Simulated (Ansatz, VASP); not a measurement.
**One calculation of Al9H, two programs**

Contents of INCAR:

```
SYSTEM = Al9H
  PREC = Accurate
  ENCUT = 520
  EDIFF = 1E-7
  ISMEAR = 0
  SIGMA = 0.1
  LREAL = Auto
  LASPH = .True.
  NELM = 60
  ALGO = Normal
  ISIF = 2
  LWAVE = .False.
  LCHARG = .True.
  LDIPOL = .True.
  IDIPOL = 3
  DIPOL = 0.5 0.5 0.296
  GGA = PE
  LELF = .True.
  LVHAR = .True.
  LVACPOTAV = .True.
  NBANDS = 44
```

File KPOINTS:

```
Automatic mesh
0
Gamma
  5 3 1
  0 0 0
```

The input POSCAR:

```
Al9H
1.0
    5.7070863109      0.0000000000      0.0000000000
   -1.4267715777      9.7014842373      0.0000000000
    0.0000000000      0.0000000000     22.7903703632
Al H
18 2
Direct
    0.2662216041      0.0648864163      0.1755127247
    0.7662216041      0.0648864163      0.1755127247
    0.3354806058      0.3419224231      0.2192029853
    0.8354806058      0.3419224231      0.2192029853
    0.1493324061      0.5973296244      0.2279410374
    0.6493324061      0.5973296244      0.2279410374
    0.4631842064      0.8527368258      0.2366790895
    0.9631842064      0.8527368258      0.2366790895
    0.0319772084      0.1277109167      0.2808262503
    0.5319772084      0.1277109167      0.2808262503
    0.0997917590      0.4042231279      0.3301071124
    0.5997917590      0.4042231279      0.3301071124
    0.4144000530      0.6596656505      0.3369822082
    0.9144000530      0.6596656505      0.3369822082
    0.2263076920      0.9110819249      0.3449259127
    0.7263076920      0.9110819249      0.3449259127
    0.2962427236      0.1814071990      0.3857054635
    0.7962427236      0.1814071990      0.3857054635
    0.2804984929      0.9110819249      0.4194916630
    0.6721168912      0.9110819249      0.4194916630
```

Input for Ansatz:

```yaml
crystal:
  lattice:
    - [5.7070863109, 0.0, 0.0]
    - [-1.4267715777, 9.7014842373, 0.0]
    - [0.0, 0.0, 22.7903703632]
  atoms:
    - { symbol: Al, position: [0.2662216041, 0.0648864163, 0.1755127247] }
    - { symbol: Al, position: [0.7662216041, 0.0648864163, 0.1755127247] }
    - { symbol: Al, position: [0.3354806058, 0.3419224231, 0.2192029853] }
    - { symbol: Al, position: [0.8354806058, 0.3419224231, 0.2192029853] }
    - { symbol: Al, position: [0.1493324061, 0.5973296244, 0.2279410374] }
    - { symbol: Al, position: [0.6493324061, 0.5973296244, 0.2279410374] }
    - { symbol: Al, position: [0.4631842064, 0.8527368258, 0.2366790895] }
    - { symbol: Al, position: [0.9631842064, 0.8527368258, 0.2366790895] }
    - { symbol: Al, position: [0.0319772084, 0.1277109167, 0.2808262503] }
    - { symbol: Al, position: [0.5319772084, 0.1277109167, 0.2808262503] }
    - { symbol: Al, position: [0.099791759, 0.4042231279, 0.3301071124] }
    - { symbol: Al, position: [0.599791759, 0.4042231279, 0.3301071124] }
    - { symbol: Al, position: [0.414400053, 0.6596656505, 0.3369822082] }
    - { symbol: Al, position: [0.914400053, 0.6596656505, 0.3369822082] }
    - { symbol: Al, position: [0.226307692, 0.9110819249, 0.3449259127] }
    - { symbol: Al, position: [0.726307692, 0.9110819249, 0.3449259127] }
    - { symbol: Al, position: [0.2962427236, 0.181407199, 0.3857054635] }
    - { symbol: Al, position: [0.7962427236, 0.181407199, 0.3857054635] }
    - { symbol: H, position: [0.2804984929, 0.9110819249, 0.419491663] }
    - { symbol: H, position: [0.6721168912, 0.9110819249, 0.419491663] }
basis:
  ecutwfc: 420
kpoints:
  mp_grid: { grid: [5, 3, 1] }
hamiltonian:
  xc: pbe
  pseudopotentials: { kind: paw, azcp: { folder: soft_1 } }
scf:
  occupations: { method: gaussian, width: 0.1 }
output:
  forces: true
  eigenvalues: true
efield:
  axis: 3
  dipole_correction: true
  ramp_width: 0.04
```

Alike in both runs: task single point; functional PBE; k mesh 5 × 3 × 1; occupations gaussian, width 0.1 eV; no spin polarisation.

```csv
,VASP,Ansatz
version,VASP 6.6.1,Ansatz 0.2.0
potentials or method,"VASP PAW PBE potentials, release 64 (Al, H), cutoff 520 eV","scalar-relativistic, plane waves, PAW"
valence electrons in the cell,56,56
```

|  | VASP | Ansatz | Ansatz less VASP |
| --- | --- | --- | --- |
| gap on the k mesh at the Fermi level (eV) | none | none | - |
| rms of the force components (eV/Å) | 0.214 | 0.214 | -0.0001 |
| work function, face that differs most (eV) | 4.20 | 4.20 | -0.002 |

Atom by atom the forces differ by 0.001 eV/Å (rms over components). A gap of «none» marks a metal or a gap that the smearing closes. With one functional, cell and mesh, what is left measures potentials, basis and numerics.
